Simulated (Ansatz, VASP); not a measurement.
HfC: VASP beside Ansatz

INCAR

```
SYSTEM = HfC
ALGO = Normal
EDIFF = 1E-6
ENCUT = 520
ISIF = 2
ISMEAR = -1
LASPH = .TRUE.
LCHARG = .FALSE.
LREAL = .FALSE.
LWAVE = .FALSE.
NBANDS = 14
NELM = 80
PREC = Accurate
SIGMA = 0.05
```

KPOINTS

```
k-points
0
G
  12 12 12
  0 0 0
```

Contents of POSCAR:

```
HfC
1.0
    0.0000000000      2.3250000000      2.3017500000
    2.3250000000      0.0000000000      2.3017500000
    2.3250000000      2.3250000000      0.0000000000
Hf C
1 1
Direct
    0.5000000000      0.5000000000      0.5000000000
    0.0000000000      0.0000000000      0.0000000000
```

Input for Ansatz:

```yaml
crystal:
  lattice:
    - [0.0, 2.325, 2.30175]
    - [2.325, 0.0, 2.30175]
    - [2.325, 2.325, 0.0]
  atoms:
    - { symbol: Hf, position: [0.5, 0.5, 0.5] }
    - { symbol: C, position: [0.0, 0.0, 0.0] }
kpoints:
  mp_grid: { grid: [12, 12, 12] }
  band_path:
    path:
      - [0.0, 0.0, 0.0]
      - [0.0, 0.5, 0.5]
      - [0.25, 0.75, 0.5]
      - [0.0, 0.5, 0.0]
      - [0.0, 0.0, 0.0]
      - [0.5, 0.5, 0.0]
      - [0.3775380063, 0.6224619937, 0.0]
      - [-0.3775380063, 0.3775380063, 0.0]
      - [0.0, 0.0, 0.0]
    npoints: 5
scf:
  occupations: { method: fermi_dirac, width: 0.05 }
hamiltonian:
  xc: lda
  pseudopotentials: { kind: all_electron, lapw: { basis_error: 0.00025 } }
output:
  forces: true
  stress: true
  eigenvalues: true
```

Change from the starting cell: zz strain of -1 %.

Alike in both runs: task single point; functional LDA; k mesh 12 × 12 × 12; occupations fermi-dirac, width 0.05 eV; no spin polarisation.

|  | VASP | Ansatz |
| --- | --- | --- |
| version | VASP 6.6.1 | Ansatz 0.2.0 |
| potentials or method | VASP PAW LDA potentials, release 64 (Hf_pv, C), cutoff 520 eV | all-electron LAPW, scalar-relativistic |

```csv
,VASP,Ansatz,Ansatz less VASP
pressure (GPa),-9.3,-9.5,-0.26
"traceless stress, the component that is largest in VASP (GPa)",2.70,2.64,-0.063
```

LDA's correlation is that of Perdew and Zunger in VASP and of Perdew and Wang (1992) in Ansatz. Ansatz ran all-electron here, and VASP with PAW potentials.

Spin-orbit coupling is off throughout.
